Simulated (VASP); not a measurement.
Write the native input for VASP 6.6.1 that does the following.

* Task: single point
* Functional: PBE
* Potentials or basis: VASP PAW PBE potentials, release 64 (Ti_sv, H)
* Cutoff: 520 eV
* k mesh: 9 × 9 × 1
* Occupations: gaussian, width 0.1 eV
* Spin: collinear spin
* Starting moments: [0.0, 0.0, 0.0, 1.0] μB
* Dipole correction: yes
* Further INCAR settings: ALGO = Normal; EDIFF = 1e-07; NBANDS = 30

The structure of Ti3H lies in POSCAR:

```
Ti3H
1.0
    2.9075446931      0.0000000000      0.0000000000
   -1.4537723466      2.5180075669      0.0000000000
    0.0000000000      0.0000000000     21.4935258482
Ti H
3 1
Direct
    0.6666666667      0.3333333333      0.1861025514
    0.3333333333      0.6666666667      0.2906380206
    0.0000000000      0.0000000000      0.3951667078
    0.0000000000      0.0000000000      0.4914747782
```

The input as run:

INCAR

```
SYSTEM = Ti3H
  PREC = Accurate
  ENCUT = 520
  EDIFF = 1E-7
  ISMEAR = 0
  SIGMA = 0.1
  LREAL = .False.
  LASPH = .True.
  NELM = 150
  ALGO = Normal
  ISIF = 2
  LWAVE = .False.
  LCHARG = .False.
  ISPIN = 2
  MAGMOM = 0 0 0 1
  LORBIT = 11
  LMAXMIX = 4
  LDIPOL = .True.
  IDIPOL = 3
  DIPOL = 0.5 0.5 0.341
  GGA = PE
  NBANDS = 30
```

KPOINTS

```
Automatic mesh
0
Gamma
  9 9 1
  0 0 0
```

Potentials or basis: VASP PAW PBE potentials, release 64 (Ti_sv, H).

Command:

```bash
$ cat potpaw_PBE.64/Ti_sv/POTCAR potpaw_PBE.64/H/POTCAR > POTCAR
$ mpirun -np 1 vasp_std > vasp.out
```

It gave:

```
Largest force                                         : 1.925 eV/Å
Net moment                                            : 0.00 μB per cell
Valence electrons inside the program's atomic spheres : Ti 10.25, 10.31, 10.24; H 0.43
```

Wall time 13 min on 1 thread of Intel Xeon 8259CL (shared host), peak memory 0.41 GiB.
